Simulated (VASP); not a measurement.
Crystal: Si2Ni.

```xyz
3
Lattice="0.0000 2.6950 2.6950 2.6950 0.0000 2.6950 2.6950 2.6950 0.0000" Properties=species:S:1:pos:R:3 pbc="T T T"
Ni    0.0000    0.0000    0.0000
Si    1.3475    1.3475    1.3475
Si    4.0425    4.0425    4.0425
```

```yaml
Program: VASP 6.6.1
Task: relaxation of cell and atoms
Functional: LDA
Potentials_or_basis: VASP PAW LDA potentials, release 64 (Ni, Si)
Cutoff: 600 eV
k_mesh: 14 × 14 × 14
Occupations: gaussian, width 0.1 eV
Spin: no spin polarisation
```

At the start: pressure -3.2 GPa; volume 13.05 Å³/atom.

Question: Where does the relaxation end?

Answer: Over 3 steps the energy falls by 2.7 meV/atom and the volume is 12.79 Å³/atom (-2.0 %); space group Fm-3m (No. 225, to 0.1 Å) before and after.

The path:
```
step  energy change (eV)  largest force (eV/Å)  pressure (GPa)  volume (Å³)
   1              0.0000                0.0000           -3.22        39.15
   2             -0.0016                0.0000            3.06        37.68
   3             -0.0081                0.0000           -0.02        38.36
```

Final structure:
```
Ni Si
1.0
     0.00000    2.67689    2.67689
     2.67689    0.00000    2.67689
     2.67689    2.67689    0.00000
Ni Si
1 2
Cartesian
  0.0000 0.0000 0.0000
  1.3384 1.3384 1.3384
  4.0153 4.0153 4.0153
```
